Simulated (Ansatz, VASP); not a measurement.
**Two plane-wave programs on LiF**

```
CELL_PARAMETERS angstrom
3.03009 0.00000 0.00000
-1.51505 2.62414 0.00000
0.00000 0.00000 4.65902
ATOMIC_POSITIONS crystal
Li 0.33333 0.66667 0.43077
Li 0.66667 0.33333 0.93077
F 0.33333 0.66667 0.99102
F 0.66667 0.33333 0.49102
```

Alike in both runs: task single point; functional LDA; k mesh 9 × 9 × 6; occupations gaussian, width 0.05 eV; no spin polarisation.

|  | VASP | Ansatz |
| --- | --- | --- |
| version | VASP 6.6.1 | Ansatz 0.2.0 |
| potentials or method | VASP PAW LDA potentials, release 64 (Li_sv, F), cutoff 520 eV | scalar-relativistic, plane waves, PAW |
| valence electrons in the cell | 20 | 20 |

|  | VASP | Ansatz | Ansatz less VASP |
| --- | --- | --- | --- |
| gap on the k mesh at the Fermi level (eV) | 7.61 | 7.63 | +0.017 |
| least direct gap on the mesh (eV) | 7.61 | 7.63 | +0.017 |
| rms of the force components (eV/Å) | 0.180 | 0.179 | -0.0012 |

LDA's correlation is that of Perdew and Zunger in VASP and of Perdew and Wang (1992) in Ansatz. Atom by atom the forces differ by 0.001 eV/Å (rms over components).

Noted on VASP's run: the cutoff is short for stress, so the pressure is rough.
